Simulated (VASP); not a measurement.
PbO: single point with r2SCAN

The system is PbO.

```
CELL_PARAMETERS angstrom
3.14408 0.00000 0.00000
0.00000 3.14408 0.00000
0.00000 0.00000 3.14408
ATOMIC_POSITIONS crystal
Pb 0.00000 0.00000 0.00000
O 0.50000 0.50000 0.50000
```

This cell differs from its parent crystal: strain -1.1%.

| Property | Result |
| --- | --- |
| Program | VASP 6.6.1 |
| Task | single point |
| Functional | r2SCAN |
| Potentials or basis | VASP PAW PBE potentials, release 64 (Pb_d, O) |
| Cutoff | 520 eV |
| k mesh | 8 × 8 × 8 |
| Occupations | fermi-dirac, width 0.02 eV |
| Spin | no spin polarisation |
| Dipole correction | no |
| Further INCAR settings | ALGO = Normal; EDIFF = 1e-06; NBANDS = 17 |

| Quantity | Value |
| --- | --- |
| Pressure | 4.1 GPa |
| Band gap on the k mesh | 0.43 eV, indirect (least direct gap 0.52 eV) |

Levels at points of the mesh, in eV from the valence-band top:
```csv
k point,band 7,band 8,band 9,band 10,band 11,band 12,band 13,band 14
"(0.00, 0.00, 0.00)",-8.52,-2.00,-2.00,-2.00,9.50,9.50,9.50,10.63
"(0.50, 0.00, 0.00)",-9.44,-1.13,-1.13,-0.09,0.43,8.55,8.55,11.83
"(0.50, 0.50, 0.00)",-5.94,-4.87,-4.87,-1.15,4.47,4.47,10.82,11.70
"(0.50, 0.50, 0.50)",-3.16,-2.45,-2.45,-2.45,1.03,1.03,1.03,14.66
```

Wall time 37 s on 1 thread of Intel(R) Xeon(R) Platinum 8259CL CPU @ 2.50GHz (Skylake/Cascade Lake) (shared host), peak memory 0.15 GiB.

Caveat: the cell differs from its parent crystal (strain -1.1%); the PAW data sets were made with another functional, which shifts forces and pressure a little; spin-orbit coupling is left out, which moves the levels of the heavy elements. A k mesh can miss the band edges.
